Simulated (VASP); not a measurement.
# SrO (I4/mmm) in VASP: a series of runs, part 2 of 2

VASP 6.6.1. Earlier steps stand in the parts before.

### 4 Single point, r2SCAN (strain +0.040 along x and y, +0.000 along z)

File POSCAR:

```
SrO
1.0
    0.0000000000      2.6725920000      2.5698000000
    2.6725920000      0.0000000000      2.5698000000
    2.6725920000      2.6725920000      0.0000000000
Sr O
1 1
Direct
    0.0000000000      0.0000000000      0.0000000000
    0.5000000000      0.5000000000      0.5000000000
```

File INCAR.step1:

```
PREC     = Accurate       # precision mode
ENCUT    = 520            # plane-wave cutoff, eV
ISMEAR   = 0              # smearing method
SIGMA    = 0.05           # smearing width, eV
LREAL    = F              # projectors in reciprocal space
LASPH    = T              # aspherical terms in the spheres
NELM     = 80             # most SCF steps
NBANDS   = 15             # bands
GGA      = PE             # functional
ALGO     = Normal         # electronic algorithm
EDIFF    = 1E-4           # SCF threshold, eV
LWAVE    = T              # write WAVECAR
LCHARG   = F              # write CHGCAR
```

File INCAR.step2:

```
PREC     = Accurate       # precision mode
ENCUT    = 520            # plane-wave cutoff, eV
EDIFF    = 1E-6           # SCF threshold, eV
ISMEAR   = 0              # smearing method
SIGMA    = 0.05           # smearing width, eV
LREAL    = F              # projectors in reciprocal space
LASPH    = T              # aspherical terms in the spheres
NELM     = 80             # most SCF steps
ALGO     = Normal         # electronic algorithm
ISIF     = 2              # what is computed and relaxed
LWAVE    = F              # write WAVECAR
LCHARG   = F              # write CHGCAR
METAGGA  = R2SCAN         # meta-GGA
LMIXTAU  = T            
NBANDS   = 15             # bands
ISTART   = 1
```

File KPOINTS:

```
Automatic mesh
0
Gamma
  8 8 8
```

Potentials or basis: VASP PAW PBE potentials, release 64 (Sr_sv, O).

The run is started by

```
$ cat potpaw_PBE.64/Sr_sv/POTCAR potpaw_PBE.64/O/POTCAR > POTCAR
$ cp INCAR.step1 INCAR
$ mpirun -np 1 vasp_std > vasp.out
$ cp INCAR.step2 INCAR
$ mpirun -np 1 vasp_std > vasp.out
```

OUTCAR:

```text
PREC = Accurate
   ENCUT = 520
   EDIFF = 1E-6
   ISMEAR = 0
   LREAL = F
   LASPH = T
   NELM = 80
   ISIF = 2
   METAGGA = R2SCAN
   ISTART = 1

 ion  position               nearest neighbor table
   1  0.000  0.000  0.000-   2 2.57   2 2.57   2 2.67   2 2.67   2 2.67   2 2.67
   2  0.500  0.500  0.500-   1 2.57   1 2.57   1 2.67   1 2.67   1 2.67   1 2.67

  LATTYP: Found a body centered tetragonal cell.
 ALAT       =     3.7796158531
 C/A-ratio  =     1.3598207331

  Lattice vectors:

 A1 = (   0.0000000000,  -2.6725920000,  -2.5698000000)
 A2 = (   0.0000000000,   2.6725920000,  -2.5698000000)
 A3 = (   2.6725920000,   0.0000000000,   2.5698000000)

Analysis of symmetry for initial positions (statically):
=====================================================================
 Subroutine PRICEL returns:
 Original cell was already a primitive cell.

 Routine SETGRP: Setting up the symmetry group for a
 body centered tetragonal supercell.

 Subroutine GETGRP returns: Found 16 space group operations
 (whereof 16 operations were pure point group operations)
 out of a pool of 16 trial point group operations.

The static configuration has the point symmetry D_4h.

Analysis of symmetry for dynamics (positions and initial velocities):
=====================================================================
 Subroutine PRICEL returns:
 Original cell was already a primitive cell.

 Routine SETGRP: Setting up the symmetry group for a
 body centered tetragonal supercell.

 Subroutine GETGRP returns: Found 16 space group operations
 (whereof 16 operations were pure point group operations)
 out of a pool of 16 trial point group operations.

The dynamic configuration has the point symmetry D_4h.

 Subroutine INISYM returns: Found 16 space group operations
 (whereof 16 operations are pure point group operations),
 and found     1 'primitive' translations

----------------------------------------------------------------------------------------

                                     Primitive cell

  volume of cell :      36.7109

  direct lattice vectors                    reciprocal lattice vectors
     0.000000000  2.672592000  2.569800000    -0.187084299  0.187084299  0.194567671
     2.672592000  0.000000000  2.569800000     0.187084299 -0.187084299  0.194567671
     2.672592000  2.672592000  0.000000000     0.187084299  0.187084299 -0.194567671

  length of vectors
     3.707643462  3.707643462  3.779615853     0.328416882  0.328416882  0.328416882

  position of ions in fractional coordinates (direct lattice)
     0.000000000  0.000000000  0.000000000
     0.500000000  0.500000000  0.500000000

  ion indices of the primitive-cell ions
   primitive index   ion index
                 1           1
                 2           2

----------------------------------------------------------------------------------------

 KPOINTS: Automatic mesh

Automatic generation of k-mesh.
 Grid dimensions read from file:
 generate k-points for:    8    8    8

 Generating k-lattice:

[... 41 lines left out ...]
  0.375000  0.000000  0.125000     16.000000
 [... further k-points ...]
   k-points           NKPTS =     59   k-points in BZ     NKDIM =     59   number of bands    NBANDS=     15
   number of dos      NEDOS =    301   number of ions     NIONS =      2
   total plane-waves  NPLWV =  21952
   dimension x,y,z NGX =    28 NGY =   28 NGZ =   28
   dimension x,y,z NGXF=    56 NGYF=   56 NGZF=   56
   ions per type =               1   1
   NGX,Y,Z   is equivalent  to a cutoff of  12.55, 12.55, 12.32 a.u.
   NGXF,Y,Z  is equivalent  to a cutoff of  25.11, 25.11, 24.63 a.u.
 SYSTEM =  unknown system
   PREC   = accura    normal or accurate (medium, high low for compatibility)
   ISTART =      1    job   : 0-new  1-cont  2-samecut
   ICHARG =      0    charge: 1-file 2-atom 10-const
   ISPIN  =      1    spin polarized calculation?
   LNONCOLLINEAR =      F non collinear calculations
   LSORBIT =      F    spin-orbit coupling
   LASPH  =      T    aspherical Exc in radial PAW
   ENCUT  =  520.0 eV  38.22 Ry    6.18 a.u.   6.89  6.89  7.03*2*pi/ulx,y,z
   NELM   =     80;   NELMIN=  2; NELMDL=  0     # of ELM steps
   EDIFF  = 0.1E-05   stopping-criterion for ELM
   LREAL  =      F    real-space projection
   EDIFFG = 0.1E-04   stopping-criterion for IOM
   NSW    =      0    number of steps for IOM
   IBRION =     -1    ionic relax: 0-MD 1-quasi-New 2-CG
   NFREE  =      0    steps in history (QN), initial steepest desc. (CG)
   ISIF   =      2    stress and relaxation
   ISYM   =      2    0-nonsym 1-usesym 2-fastsym
   POTIM  = 0.5000    time-step for ionic-motion
   TEBEG  =    0.0;   TEEND  =   0.0 temperature during run
   PSTRESS=    0.0 pullay stress
   NELECT =      16.0000    total number of electrons
   NUPDOWN=      -1.0000    fix difference up-down
   EMIN   =  10.00;   EMAX   =-10.00  energy-range for DOS
   EFERMI =   0.00;   METHOD = LEGACY
   ISMEAR =     0;   SIGMA  =   0.05  broadening in eV -4-tet -1-fermi 0-gaus
   EFERMI_NEDOS =   21; number of points for ismear=-14 and -15
   IALGO  =     38    algorithm
   IMIX   =      4    mixing-type and parameters
     AMIX     =   0.40;   BMIX     =  1.00
     AMIX_MAG =   1.60;   BMIX_MAG =  1.00
  volume/ion in A,a.u.               =      18.36       123.87
  Fermi-wavevector in a.u.,A,eV,Ry     =   1.241223  2.345572 20.961618  1.540635
  Thomas-Fermi vector in A             =   2.375630
   LORBIT       =      0    0 simple, 1 ext, 2 COOP (PROOUT), +10 PAW based schemes
   METAGGA = R2SCAN    functional components
   LHFCALC =     F    Hartree Fock is set to
   AEXX    =    0.0000 exact exchange contribution
   IVDW    =     0    specifies the selected vdW correction
   LEPSILON=     F    determine dielectric tensor
   LRPA    =     F    only Hartree local field effects (RPA)
 non-spin polarized calculation
 Gauss-broadening in eV      SIGMA  =   0.05
  energy-cutoff  :      520.00
  volume of cell :       36.71
 maximum number of plane-waves:      1008
   NGX = 13   NGY = 13   NGZ = 13

 number of electron      16.0000005 magnetization

 Free energy of the ion-electron system (eV)
  ---------------------------------------------------
  ext. energy  EPLUGINS =         0.00000000
  ---------------------------------------------------
  free energy    TOTEN  =       -27.01034808 eV

  energy without entropy =      -27.01034808  energy(sigma->0) =      -27.01034808

 E-fermi :   1.4212     XC(G=0): -10.1928

 val. band max:        1.0786949123   @ k =   0.0000   0.0000   0.0000
 cond. band min:       4.6731284126   @ k =   0.5000   0.5000   0.0000
 fundamental gap:      3.5944335003
 Fermi energy:         1.4212270211

 k-point     1 :       0.0000    0.0000    0.0000
  band No.  band energies     occupation
      1     -32.7567      2.00000
      2     -14.9355      2.00000
      3     -13.8636      2.00000
      4     -13.8636      2.00000
      5     -13.8253      2.00000
      6       0.9654      2.00000
      7       0.9654      2.00000
      8       1.0787      2.00000
      9       5.0773      0.00000
     10       7.5173      0.00000
     11       7.5173      0.00000
     12       7.7810      0.00000
     13       9.4961      0.00000
     14      10.0511      0.00000
[... 401 lines left out ...]
      2     -15.8662      2.00000
      3     -13.9734      2.00000
      4     -13.9295      2.00000
      5     -13.1358      2.00000
      6      -0.4915      2.00000
      7       0.2539      2.00000
      8       0.4218      2.00000
      9       6.9973      0.00000
     10       8.1293      0.00000
     11       9.6114      0.00000
     12       9.8627      0.00000
     13      11.6692      0.00000
     14      11.9733      0.00000
     15      16.5233      0.00000

 [... further k-points ...]

------------------------ aborting loop because EDIFF is reached ----------------------------------------

  FORCE on cell =-STRESS in cart. coord.  units (eV):
  Direction    XX          YY          ZZ          XY          YZ          ZX
  --------------------------------------------------------------------------------------
  -------------------------------------------------------------------------------------
  Total       -1.3868710     -1.3868710     -0.4646182      0.0000000      0.0000000     -0.0000000
  in kB      -60.5273973    -60.5273973    -20.2773965      0.0000000      0.0000000     -0.0000000
  external PRESSURE =     -47.1107304 kB  Pullay stress =       0.0000000 kB

 VOLUME and BASIS-vectors are now :
 -----------------------------------------------------------------------------
  energy-cutoff  :      520.00
  volume of cell :       36.71
      direct lattice vectors                 reciprocal lattice vectors
     0.000000000  2.672592000  2.569800000    -0.187084299  0.187084299  0.194567671
     2.672592000  0.000000000  2.569800000     0.187084299 -0.187084299  0.194567671
     2.672592000  2.672592000  0.000000000     0.187084299  0.187084299 -0.194567671

 POSITION                                       TOTAL-FORCE (eV/Angst)
 -----------------------------------------------------------------------------------
      0.00000      0.00000      0.00000         0.000000     -0.000000      0.000000
      2.67259      2.67259      2.56980        -0.000000      0.000000      0.000000
 -----------------------------------------------------------------------------------
    total drift:                                0.000000      0.000000      0.000000

  FREE ENERGIE OF THE ION-ELECTRON SYSTEM (eV)
  ---------------------------------------------------
  free  energy   TOTEN  =       -27.0103480842 eV

  energy  without entropy=      -27.0103480842  energy(sigma->0) =      -27.01034808
```

Wall time 3.4 min (1 thread of Intel Xeon 8259CL, shared host); peak memory 0.19 GiB.

What came out:

```yaml
Free_energy: -27.0103 eV
Pressure: -4.7 GPa
Band_gap_on_the_k_mesh: 3.59 eV (least direct gap 3.85 eV)
```

Levels at points of the mesh, in eV from the valence-band top:
| k point | band 4 | band 5 | band 6 | band 7 | band 8 | band 9 | band 10 | band 11 | band 12 | band 13 |
| --- | --- | --- | --- | --- | --- | --- | --- | --- | --- | --- |
| (0.00, 0.00, 0.00) | -14.94 | -14.90 | -0.11 | -0.11 | 0.00 | 4.00 | 6.44 | 6.44 | 6.70 | 8.42 |
| (0.50, 0.00, 0.00) | -14.97 | -13.91 | -2.05 | -1.08 | -1.07 | 6.69 | 8.36 | 8.94 | 9.00 | 11.68 |
| (0.50, 0.50, 0.00) | -15.26 | -15.26 | -0.48 | -0.26 | -0.26 | 3.59 | 7.89 | 10.31 | 10.44 | 11.02 |
| (0.50, 0.00, 0.50) | -15.20 | -15.18 | -0.69 | -0.25 | -0.11 | 3.75 | 7.84 | 10.26 | 10.37 | 10.79 |

Caveat: the cell differs from its parent crystal (strain +0.040 along x and y, +0.000 along z); the cell stands under tension; the PAW data sets were made with another functional, which shifts forces and pressure a little.

### 5 Single point, r2SCAN (strain +0.080 along x and y, -0.040 along z)

File POSCAR:

```
SrO
1.0
    0.0000000000      2.7753840000      2.4670080000
    2.7753840000      0.0000000000      2.4670080000
    2.7753840000      2.7753840000      0.0000000000
Sr O
1 1
Direct
    0.0000000000      0.0000000000      0.0000000000
    0.5000000000      0.5000000000      0.5000000000
```

File INCAR.step1:

```
ALGO = Normal
EDIFF = 1E-4
ENCUT = 520
GGA = PE
ISMEAR = 0
LASPH = True
LCHARG = False
LREAL = False
LWAVE = True
NBANDS = 15
NELM = 60
PREC = Accurate
SIGMA = 0.05
```

File INCAR.step2:

```
ALGO = Normal
EDIFF = 1E-6
ENCUT = 520
ISIF = 2
ISMEAR = 0
ISTART = 1
LASPH = True
LCHARG = False
LMIXTAU = True
LREAL = False
LWAVE = False
METAGGA = R2SCAN
NBANDS = 15
NELM = 60
PREC = Accurate
SIGMA = 0.05
```

File KPOINTS:

```
k-points
0
Gamma
  8 8 8
```

The run is started by

```
$ cat potpaw_PBE.64/Sr_sv/POTCAR potpaw_PBE.64/O/POTCAR > POTCAR
$ cp INCAR.step1 INCAR
$ mpirun -np 1 vasp_std > vasp.out
$ cp INCAR.step2 INCAR
$ mpirun -np 1 vasp_std > vasp.out
```

Run time: 3.6 min. Hardware: 1 thread of Intel Xeon 8259CL, shared host; peak memory 0.19 GiB.

The run converged. Its results:

```yaml
Free_energy: -26.8727 eV
Pressure: -4.8 GPa
Band_gap_on_the_k_mesh: 3.24 eV (least direct gap 3.40 eV)
```

Stress tensor (GPa, compression positive):
```
-8.88  0.00  0.00
 0.00 -8.88  0.00
 0.00  0.00  3.29
```

Levels at points of the mesh, in eV from the valence-band top:
```csv
k point,band 6,band 7,band 8,band 9,band 10,band 11
"(0.00, 0.00, 0.00)",-0.36,-0.36,0.00,3.40,6.10,6.10
"(0.50, 0.00, 0.00)",-2.18,-1.28,-1.23,6.33,7.83,8.56
"(0.50, 0.50, 0.00)",-0.54,-0.54,-0.38,3.24,7.63,9.93
"(0.50, 0.00, 0.50)",-1.01,-0.50,-0.09,3.75,7.25,9.55
```

Caveat: the cell differs from its parent crystal (strain +0.080 along x and y, -0.040 along z); the cell stands under tension; the PAW data sets were made with another functional, which shifts forces and pressure a little.

### 6 Single point, r2SCAN (strain +0.080 along x and y, +0.000 along z)

File POSCAR:

```
SrO
1.0
    0.0000000000      2.7753840000      2.5698000000
    2.7753840000      0.0000000000      2.5698000000
    2.7753840000      2.7753840000      0.0000000000
Sr O
1 1
Direct
    0.0000000000      0.0000000000      0.0000000000
    0.5000000000      0.5000000000      0.5000000000
```

File INCAR.step1:

```
  ALGO = Normal
  EDIFF = 1E-4
  ENCUT = 520
  GGA = PE
  ISMEAR = 0
  LASPH = True
  LCHARG = False
  LREAL = False
  LWAVE = True
  NBANDS = 15
  NELM = 80
  PREC = Accurate
  SIGMA = 0.05
```

File INCAR.step2:

```
  ALGO = Normal
  EDIFF = 1E-6
  ENCUT = 520
  ISIF = 2
  ISMEAR = 0
  ISTART = 1
  LASPH = True
  LCHARG = False
  LMIXTAU = True
  LREAL = False
  LWAVE = False
  METAGGA = R2SCAN
  NBANDS = 15
  NELM = 80
  PREC = Accurate
  SIGMA = 0.05
```

KPOINTS is that of step 5.

Potentials or basis: VASP PAW PBE potentials, release 64 (Sr_sv, O).

The run is started by

```
$ cat potpaw_PBE.64/Sr_sv/POTCAR potpaw_PBE.64/O/POTCAR > POTCAR
$ cp INCAR.step1 INCAR
$ mpirun -np 1 vasp_std > vasp.out
$ cp INCAR.step2 INCAR
$ mpirun -np 1 vasp_std > vasp.out
```

Wall time 3.3 min (1 thread of Intel Xeon 8259CL, shared host); peak memory 0.19 GiB.

Results (log left out):

```yaml
Free_energy: -26.8614 eV
Pressure: -8.5 GPa
Band_gap_on_the_k_mesh: 3.40 eV
```

Stress tensor (GPa, compression positive):
```
-10.28   0.00   0.00
  0.00 -10.28   0.00
  0.00   0.00  -5.08
```

Levels at points of the mesh, in eV from the valence-band top:
```csv
k point,band 6,band 7,band 8,band 9,band 10,band 11
"(0.00, 0.00, 0.00)",-0.18,-0.18,0.00,3.40,6.16,6.16
"(0.50, 0.00, 0.00)",-1.98,-1.03,-1.00,6.30,7.70,8.44
"(0.50, 0.50, 0.00)",-0.49,-0.37,-0.37,3.47,7.37,9.76
"(0.50, 0.00, 0.50)",-0.86,-0.33,-0.13,3.77,7.21,9.47
```

Caveat: the cell differs from its parent crystal (strain +0.080 along x and y, +0.000 along z); the cell stands under tension; the PAW data sets were made with another functional, which shifts forces and pressure a little. A k mesh can miss the band edges.

### 7 Single point, r2SCAN (strain +0.080 along x and y, +0.040 along z)

File POSCAR:

```
SrO
1.0
    0.0000000000      2.7753840000      2.6725920000
    2.7753840000      0.0000000000      2.6725920000
    2.7753840000      2.7753840000      0.0000000000
Sr O
1 1
Direct
    0.0000000000      0.0000000000      0.0000000000
    0.5000000000      0.5000000000      0.5000000000
```

File INCAR.step1:

```
  ALGO = Normal
  EDIFF = 1E-4
  ENCUT = 520
  GGA = PE
  ISMEAR = 0
  LASPH = T
  LCHARG = F
  LREAL = F
  LWAVE = T
  NBANDS = 15
  NELM = 100
  PREC = Accurate
  SIGMA = 0.05
```

File INCAR.step2:

```
  ALGO = Normal
  EDIFF = 1E-7
  ENCUT = 520
  ISIF = 2
  ISMEAR = 0
  ISTART = 1
  LASPH = T
  LCHARG = F
  LMIXTAU = T
  LREAL = F
  LWAVE = F
  METAGGA = R2SCAN
  NBANDS = 15
  NELM = 100
  PREC = Accurate
  SIGMA = 0.05
```

KPOINTS is that of step 6.

The run is started by

```
$ cat potpaw_PBE.64/Sr_sv/POTCAR potpaw_PBE.64/O/POTCAR > POTCAR
$ cp INCAR.step1 INCAR
$ mpirun -np 1 vasp_std > vasp.out
$ cp INCAR.step2 INCAR
$ mpirun -np 1 vasp_std > vasp.out
```

Wall time 4.8 min (1 thread of Intel Xeon 8259CL, shared host); peak memory 0.2 GiB.

The run converged. Its results:

| Property | Result |
| --- | --- |
| Free energy | -26.7861 eV |
| Pressure | -10.9 GPa |
| Band gap on the k mesh | 3.31 eV |

Stress tensor (GPa, compression positive):
```
-11.44   0.00   0.00
  0.00 -11.44   0.00
  0.00   0.00  -9.89
```

Levels at points of the mesh, in eV from the valence-band top:
```
           k point  band 4  band 5  band 6  band 7  band 8  band 9  band 10  band 11  band 12  band 13
(0.00, 0.00, 0.00)  -15.47  -15.42   -0.07   -0.07    0.00    3.31     6.18     6.18     6.40     7.95
(0.50, 0.00, 0.00)  -15.47  -14.42   -1.83   -0.87   -0.85    6.22     7.52     8.31     8.38    10.71
(0.50, 0.50, 0.00)  -15.68  -15.68   -0.60   -0.26   -0.26    3.63     7.12     9.52     9.59    10.17
(0.50, 0.00, 0.50)  -15.62  -15.62   -0.75   -0.24   -0.16    3.76     7.07     9.32     9.64     9.97
```

Caveat: the cell differs from its parent crystal (strain +0.080 along x and y, +0.040 along z); the cell stands under tension; the PAW data sets were made with another functional, which shifts forces and pressure a little. A k mesh can miss the band edges.

### 8 The runs side by side

```tsv
cell	gap on the mesh (eV)	pressure (GPa)
a = 3.646, b = 3.646, c = 3.925 Å, angles 57.4, 57.4, 65.1°, 2 atoms	2.91	0.9
a = 3.782, b = 3.782, c = 3.634 Å, angles 61.3, 61.3, 57.4°, 2 atoms	3.65	-3.9
a = 3.708, b = 3.708, c = 3.780 Å, angles 59.4, 59.4, 61.3°, 2 atoms	3.59	-4.7
a = 3.713, b = 3.713, c = 3.925 Å, angles 58.1, 58.1, 63.8°, 2 atoms	3.24	-4.8
a = 3.782, b = 3.782, c = 3.925 Å, angles 58.7, 58.7, 62.5°, 2 atoms	3.40	-8.5
a = 3.853, b = 3.853, c = 3.925 Å, angles 59.4, 59.4, 61.2°, 2 atoms	3.31	-10.9
```

Alike in all rows: task single point; level r2SCAN; potentials or basis VASP PAW PBE potentials, release 64 (Sr_sv, O); no spin polarisation; k mesh 8 × 8 × 8; cutoff (eV) 520; smearing gaussian 0.05 eV.

Caveats: the PAW data sets were made with another functional, which shifts forces and pressure a little; the cell stands under tension (at least some runs).

Total energies depend on the potentials used, so only differences within one code and one set of settings carry meaning.
